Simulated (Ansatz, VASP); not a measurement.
This is a calculation of Mg for VASP 6.6.1.

The input INCAR:

```
  ALGO = Normal
  EDIFF = 1E-7
  ENCUT = 520
  GGA = PE
  ISIF = 2
  ISMEAR = -1
  LASPH = T
  LCHARG = F
  LREAL = F
  LWAVE = F
  NBANDS = 7
  NELM = 60
  PREC = Accurate
  SIGMA = 0.05
```

File KPOINTS:

```
k-points
0
Gamma
  11 11 11
```

File POSCAR:

```
Mg
1.0
   -1.7883760000      1.8240100000      1.6922720000
    1.8243840000     -1.8250340000      1.7327570000
    1.7940440000      1.8307020000     -1.6933920000
Mg
1
Direct
    0.0016640000      0.0188180000      0.0106910000
```

Potentials or basis: VASP PAW PBE potentials, release 64 (Mg).

The run is started by

```sh
$ cat potpaw_PBE.64/Mg/POTCAR > POTCAR
$ mpirun -np 1 vasp_std > vasp.out
```

Task: Set up the same calculation for Ansatz 0.2.0. Potentials there: all-electron LAPW, scalar-relativistic.

Result: As run (the cutoff follows the program's own potentials):

File input.yaml:

```yaml
crystal:
  lattice:
    - [-1.788376, 1.82401, 1.692272]
    - [1.824384, -1.825034, 1.732757]
    - [1.794044, 1.830702, -1.693392]
  atoms:
    - { symbol: Mg, position: [0.001664, 0.018818, 0.010691] }
kpoints:
  mp_grid: { grid: [11, 11, 11] }
scf:
  occupations: { method: fermi_dirac, width: 0.05 }
hamiltonian:
  xc: pbe
  pseudopotentials: { kind: all_electron, lapw: { basis_error: 0.001 } }
output:
  forces: true
  stress: true
  eigenvalues: true
  populations: true
```

Potentials or basis: all-electron LAPW, scalar-relativistic.

The run is started by

```bash
$ ansatz run input.yaml --threads 1 --pin off --max-ram 2560MiB --backend cpu --events-out ev --progress --plain --runs-dir out
```

Both were run:

|  | VASP | Ansatz | Ansatz less VASP |
| --- | --- | --- | --- |
| gap on the k mesh at the Fermi level (eV) | none | none | - |
| pressure (GPa) | 0.3 | 0.4 | +0.11 |
| traceless stress, the component that is largest in VASP (GPa) | -0.74 | -0.74 | +0.002 |

A gap of «none» marks a metal or a gap that the smearing closes. Ansatz ran all-electron here, and VASP with PAW potentials.
